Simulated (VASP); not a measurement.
# MnHg in VASP: a series of runs, part 2 of 2

VASP 6.6.1. Earlier steps stand in the parts before.

### 3 Relaxation of cell and atoms, PBE

This run uses another cell than the first one, of 17.91 Å³/atom.

Contents of INCAR:

```
SYSTEM = MnHg
PREC = Accurate
ENCUT = 600
EDIFF = 1E-6
ISMEAR = 0
SIGMA = 0.1
LREAL = .False.
LASPH = .True.
NELM = 80
ALGO = Fast
ISIF = 3
LWAVE = .False.
LCHARG = .False.
GGA = PE
IBRION = 2
NSW = 80
EDIFFG = -0.01
```

Contents of KPOINTS:

```
Automatic mesh
0
Gamma
  12 12 12
  0 0 0
```

Contents of POSCAR:

```
MnHg
1.0
    3.2880000000      0.0000000000      0.0000000000
    0.0000000000      3.2880000000      0.0000000000
    0.0000000000      0.0000000000      3.3130000000
Mn Hg
1 1
Direct
    0.5000000000      0.5000000000      0.5000000000
    0.0000000000      0.0000000000      0.0000000000
```

Potentials or basis: VASP PAW PBE potentials, release 64 (Mn_pv, Hg).

Launch:

```sh
$ cat potpaw_PBE.64/Mn_pv/POTCAR potpaw_PBE.64/Hg/POTCAR > POTCAR
$ mpirun -np 1 vasp_std > vasp.out
```

OUTCAR:

```text
SYSTEM = MnHg
   PREC = Accurate
   ENCUT = 600
   EDIFF = 1E-6
   ISMEAR = 0
   LREAL = .False.
   LASPH = .True.
   NELM = 80
   ISIF = 3
   GGA = PE
   IBRION = 2
   NSW = 80
   EDIFFG = -0.01

 ion  position               nearest neighbor table
   1  0.500  0.500  0.500-   2 2.85   2 2.85   2 2.85   2 2.85   2 2.85   2 2.85   2 2.85   2 2.85

   2  0.000  0.000  0.000-   1 2.85   1 2.85   1 2.85   1 2.85   1 2.85   1 2.85   1 2.85   1 2.85

  LATTYP: Found a simple tetragonal cell.
 ALAT       =     3.2880000000
 C/A-ratio  =     1.0076034063

  Lattice vectors:

 A1 = (   3.2880000000,   0.0000000000,   0.0000000000)
 A2 = (   0.0000000000,   3.2880000000,   0.0000000000)
 A3 = (   0.0000000000,   0.0000000000,   3.3130000000)

Analysis of symmetry for initial positions (statically):
=====================================================================
 Subroutine PRICEL returns:
 Original cell was already a primitive cell.

 Routine SETGRP: Setting up the symmetry group for a
 simple tetragonal supercell.

 Subroutine GETGRP returns: Found 16 space group operations
 (whereof 16 operations were pure point group operations)
 out of a pool of 16 trial point group operations.

The static configuration has the point symmetry D_4h.
[... 171 lines left out ...]
  -------------------------------------------------------------------------------------
  Total       -2.9871797     -2.9871797     -3.0051710      0.0000000     -0.0000000      0.0000000
  in kB     -133.6247414   -133.6247414   -134.4295401      0.0000000     -0.0000000      0.0000000
  external PRESSURE =    -133.8930076 kB  Pullay stress =       0.0000000 kB
[... 203 lines left out ...]
--------------------------------------- Ionic step        7  -------------------------------------------

 number of electron      25.0000000 magnetization

 Free energy of the ion-electron system (eV)
  ---------------------------------------------------
  ext. energy  EPLUGINS =         0.00000000
  ---------------------------------------------------
  free energy    TOTEN  =        -7.30114308 eV

  energy without entropy =       -7.28293521  energy(sigma->0) =       -7.29203915

 E-fermi :   6.2597     XC(G=0): -12.5541

 val. band max:        6.2564045998   @ k =   0.1667   0.0000   0.0000
 cond. band min:       6.2623605028   @ k =   0.1667   0.1667   0.2500
 fundamental gap:      0.0059559030
 Fermi energy:         6.2597376688

 k-point     1 :       0.0000    0.0000    0.0000
  band No.  band energies     occupation
      1     -41.4363      2.00000
      2     -41.4346      2.00000
      3     -41.4346      2.00000
      4      -3.6861      2.00000
      5      -2.2357      2.00000
      6      -2.2210      2.00000
[... 433 lines left out ...]
      3     -41.4321      2.00000
      4      -2.1144      2.00000
      5      -1.9443      2.00000
      6      -1.2037      2.00000
[... 8 lines left out ...]
     15       7.3662      0.00000
     16      10.5337      0.00000

 [... further k-points ...]

------------------------ aborting loop because EDIFF is reached ----------------------------------------

  FORCE on cell =-STRESS in cart. coord.  units (eV):
  Direction    XX          YY          ZZ          XY          YZ          ZX
  --------------------------------------------------------------------------------------
  -------------------------------------------------------------------------------------
  Total        0.0112595      0.0112595     -0.0167962      0.0000000      0.0000000      0.0000000
  in kB        0.5738786      0.5738786     -0.8560766      0.0000000      0.0000000      0.0000000
  external PRESSURE =       0.0972269 kB  Pullay stress =       0.0000000 kB
[... 17 lines left out ...]
  FREE ENERGIE OF THE ION-ELECTRON SYSTEM (eV)
  ---------------------------------------------------
  free  energy   TOTEN  =        -7.3011430836 eV

  energy  without entropy=       -7.2829352092  energy(sigma->0) =       -7.29203915

 reached required accuracy - stopping structural energy minimisation
```

OSZICAR:

```text
N       E                     dE             d eps       ncg     rms          rms(c)
DAV:   1     0.231153438467E+03    0.23115E+03   -0.16035E+04  6280   0.194E+03
DAV:   2    -0.513314787851E+00   -0.23167E+03   -0.22883E+03  6472   0.466E+02
DAV:   3    -0.809281221789E+01   -0.75795E+01   -0.75232E+01  6960   0.970E+01
[... 64 lines left out ...]
       N       E                     dE             d eps       ncg     rms          rms(c)
DAV:   1    -0.730115628960E+01   -0.12037E-04   -0.24497E-04  6400   0.197E-01    0.310E-02
RMM:   2    -0.730115375653E+01    0.25331E-05   -0.11351E-04  6266   0.103E-01    0.264E-02
RMM:   3    -0.730114323648E+01    0.10520E-04   -0.28183E-05  6077   0.540E-02    0.619E-03
RMM:   4    -0.730114308356E+01    0.15293E-06   -0.10338E-06  3280   0.868E-03
   7 F= -.73011431E+01 E0= -.72920391E+01  d E =-.185712E-04
```

Run time: 4.6 min. Hardware: 1 thread of Intel Xeon Platinum 8559C (Emerald Rapids), shared host; peak memory 0.31 GiB.

Results:

* Free energy: -7.3011 eV
* Relaxed volume: 15.72 Å³/atom
* Relaxed cell: a = 3.149 Å, b = 3.149 Å, c = 3.171 Å, α = 90.00°, β = 90.00°, γ = 90.00°
* Space group after relaxing (to 0.1 Å): Pm-3m (No. 221)
* Energy gained by relaxing: 105.0 meV/atom
* Ionic steps: 7
* Pressure after relaxing: 0.0 GPa
* Band gap on the k mesh: zero (an odd number of electrons rules out a gap without spin polarisation)

The path:
```csv
step,energy change (eV),largest force (eV/Å),pressure (GPa),volume (Å³)
1,0.0000,0.0000,-13.39,35.82
2,-0.0699,0.0000,17.51,28.61
3,-0.2099,0.0000,-0.15,31.49
4,-0.2100,0.0000,0.12,31.41
5,-0.2100,0.0000,-0.13,31.46
6,-0.2100,0.0000,-0.08,31.44
7,-0.2100,0.0000,0.01,31.43
```

Final structure:
```
CELL_PARAMETERS angstrom
3.14875 0.00000 0.00000
0.00000 3.14875 0.00000
0.00000 0.00000 3.17052
ATOMIC_POSITIONS crystal
Mn 0.50000 0.50000 0.50000
Hg 0.00000 0.00000 0.00000
```

Caveat: spin-orbit coupling is left out, which moves the levels of the heavy elements; the run has no spin polarisation, though such a crystal can be magnetic. Spin polarisation is off, so any magnetic state and its effect on volume and gap are missing.

### 4 Single point, PBE, collinear spin, ferromagnetic start

This run uses another cell than the first one, of 17.91 Å³/atom.

Contents of INCAR:

```
PREC = Accurate
ENCUT = 520
EDIFF = 1E-6
ISMEAR = 0
SIGMA = 0.1
LREAL = F
LASPH = T
NELM = 150
ALGO = Normal
ISIF = 2
LWAVE = F
LCHARG = F
ISPIN = 2
MAGMOM = 1.55 -0.06
LORBIT = 11
NUPDOWN = 1.25
LMAXMIX = 4
GGA = PE
NBANDS = 24
```

Contents of KPOINTS:

```
Automatic mesh
0
Gamma
  12 12 12
```

POSCAR is that of step 3.

Launch:

```sh
$ cat potpaw_PBE.64/Mn_pv/POTCAR potpaw_PBE.64/Hg/POTCAR > POTCAR
$ mpirun -np 1 vasp_std > vasp.out
```

Wall time 78 s (1 thread of Intel Xeon 6975P-C (Granite Rapids), shared host); peak memory 0.35 GiB.

The run converged. Its results:

| Quantity | Value |
| --- | --- |
| Free energy | -7.3944 eV |
| Pressure | -10.5 GPa |
| Net moment | 1.25 μB per cell |
| Site moments | Mn +1.40; Hg -0.08 μB |
| Valence electrons inside the program's atomic spheres | Mn 11.46; Hg 10.55 |

Stress tensor (GPa, compression positive):
```
-10.59   0.00   0.00
  0.00 -10.59   0.00
  0.00   0.00 -10.38
```

Caveat: the cell stands under tension; spin-orbit coupling is left out, which moves the levels of the heavy elements; the total moment is fixed, so each spin has its own Fermi level.

### 5 Summary

```tsv
task	spin	fixed moment (μB)	cell	cutoff (eV)	gap on the mesh (eV)	pressure (GPa)	moment (μB)
single point	collinear, ferromagnetic start	-	a = 3.324 Å, 2 atoms	520	none	0.4	3.94
relaxation of cell and atoms	off	-	relaxed from a = 3.288, b = 3.288, c = 3.313 Å, 2 atoms	600	none	0.0	-
single point	collinear, ferromagnetic start	1.25	a = 3.288, b = 3.288, c = 3.313 Å, 2 atoms	520	-	-10.5	1.25
```

Alike in all rows: level PBE; potentials or basis VASP PAW PBE potentials, release 64 (Mn_pv, Hg); k mesh 12 × 12 × 12; smearing gaussian 0.1 eV.

Caveats: spin-orbit coupling is left out, which moves the levels of the heavy elements; the cell stands under tension (at least some runs); the total moment is fixed, so each spin has its own Fermi level (at least some runs).

Absolute energies hang on the potentials; compare differences alone.
